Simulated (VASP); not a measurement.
## Rb: single point with LDA

The system is Rb.

```
CELL_PARAMETERS angstrom
-2.58019 2.58019 2.78041
2.58019 -2.58019 2.78041
2.58019 2.58019 -2.78041
ATOMIC_POSITIONS crystal
Rb 0.00000 0.00000 0.00000
```

- Program: VASP 6.6.1
- Task: single point
- Functional: LDA
- Potentials or basis: VASP PAW LDA potentials, release 64 (Rb_sv)
- Cutoff: 520 eV
- k mesh: 14 × 14 × 14
- Occupations: gaussian, width 0.15 eV
- Spin: no spin polarisation

* Pressure: 0.2 GPa
* Band gap on the k mesh: zero (an odd number of electrons rules out a gap without spin polarisation)

Levels at points of the mesh, in eV from the Fermi level:
```csv
k point,band 1,band 2,band 3,band 4,band 5,band 6,band 7,band 8,band 9,band 10
"(0.00, 0.00, 0.00)",-28.70,-12.77,-12.77,-12.77,-2.27,3.64,3.64,4.05,4.60,5.18
"(0.50, 0.00, 0.00)",-28.69,-12.97,-12.83,-12.77,0.10,0.97,2.70,4.40,5.57,5.94
"(0.50, 0.50, 0.00)",-28.69,-12.96,-12.84,-12.78,0.22,1.16,2.27,4.87,5.61,5.81
"(0.50, 0.50, 0.50)",-28.68,-12.93,-12.90,-12.90,0.99,1.22,3.31,4.11,4.11,5.83
```

Wall time 72 s on 1 thread of Intel(R) Xeon(R) Platinum 8488C (Sapphire Rapids), on a shared host, peak memory 0.29 GiB.
